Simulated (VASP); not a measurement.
The system is CdSe.

```
Cd Se
1.0
     4.43880    0.00000    0.00000
    -2.21940    3.84412    0.00000
     0.00000    0.00000    7.24661
Cd Se
2 2
Direct
  0.66667 0.33333 0.50000
  0.33333 0.66667 0.00000
  0.66667 0.33333 0.88500
  0.33333 0.66667 0.38500
```

- Program: VASP 6.6.1
- Task: relaxation of cell and atoms
- Functional: SCAN
- Potentials or basis: VASP PAW PBE potentials, release 64 (Cd, Se)
- Cutoff: 720 eV
- k mesh: 7 × 7 × 4
- Occupations: gaussian, width 0.03 eV
- Spin: no spin polarisation

At the start: pressure -3.2 GPa; volume 30.91 Å³/atom.

Task: How do energy, volume and symmetry change on relaxing?

Result: Over 15 steps the energy falls by 25.8 meV/atom and the volume is 28.72 Å³/atom (-7.1 %); space group P6_3mc (No. 186, to 0.1 Å) before and after.

The path:
```csv
step,energy change (eV),largest force (eV/Å),pressure (GPa),volume (Å³)
1,0.0000,0.2062,-3.21,123.65
2,-0.0921,0.1324,0.96,112.90
3,-0.0974,0.1501,0.07,114.80
4,-0.0974,0.1487,0.15,114.62
5,-0.1011,0.0534,0.07,114.74
6,-0.1011,0.0347,0.06,114.77
7,-0.1020,0.0323,-0.02,114.97
8,-0.1034,0.0233,-0.29,115.57
9,-0.1038,0.0198,-0.23,115.43
10,-0.1042,0.0071,-0.06,115.00
11,-0.1042,0.0060,-0.05,114.97
12,-0.1042,0.0029,-0.03,114.92
13,-0.1042,0.0000,0.00,114.87
14,-0.1031,0.0000,-0.01,114.87
15,-0.1031,0.0000,-0.01,114.87
```

Final structure:
```cif
data_structure
_symmetry_space_group_name_H-M 'P 1'
_symmetry_Int_Tables_number 1
_cell_length_a 4.3300
_cell_length_b 4.3300
_cell_length_c 7.0742
_cell_angle_alpha 90.000
_cell_angle_beta 90.000
_cell_angle_gamma 120.000
_cell_volume 114.87
loop_
_atom_site_label
_atom_site_type_symbol
_atom_site_fract_x
_atom_site_fract_y
_atom_site_fract_z
_atom_site_occupancy
Cd1 Cd 0.66667 0.33333 0.50488 1
Cd2 Cd 0.33333 0.66667 0.00488 1
Se1 Se 0.66667 0.33333 0.88012 1
Se2 Se 0.33333 0.66667 0.38012 1
```

Where two steps share one volume, the run began anew on that cell with a basis built for it.

Caveat: the PAW data sets were made with another functional, which shifts forces and pressure a little.
